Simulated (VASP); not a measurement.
A run of VASP 6.6.1:

Contents of INCAR:

```
SYSTEM = Ga
PREC = Accurate
ENCUT = 600
EDIFF = 1E-6
ISMEAR = -1
SIGMA = 0.05
LREAL = .FALSE.
LASPH = .TRUE.
NELM = 100
ALGO = Fast
ISIF = 3
LWAVE = .FALSE.
LCHARG = .FALSE.
GGA = B5
ALDAX = 1.0
AGGAX = 1.0
AGGAC = 1.0
ALDAC = 0.0
IBRION = 2
NSW = 60
EDIFFG = -0.01
```

The input KPOINTS:

```
Automatic mesh
0
G
  10 10 10
  0 0 0
```

The input POSCAR:

```
Ga
1.0
    2.7164800000      0.0000000000      0.0000000000
    0.0000000000      2.7164800000      0.0000000000
    0.0000000000      0.0000000000      2.7164800000
Ga
1
Direct
    0.0000000000      0.0000000000      0.0000000000
```

Potentials or basis: VASP PAW PBE potentials, release 64 (Ga_d).

Run with:

```console
$ cat potpaw_PBE.64/Ga_d/POTCAR > POTCAR
$ mpirun -np 1 vasp_std > vasp.out
```

Hardware: 1 thread of Intel(R) Xeon(R) 6975P-C (Granite Rapids), on a shared host.

**Question.** How long does it take, and how much memory?

**Answer.** It took 37 s on 1 thread of Intel(R) Xeon(R) 6975P-C (Granite Rapids), with other jobs on the host, peak memory 0.15 GiB. Counts: scf iterations 44, k points 56, ion steps 6.
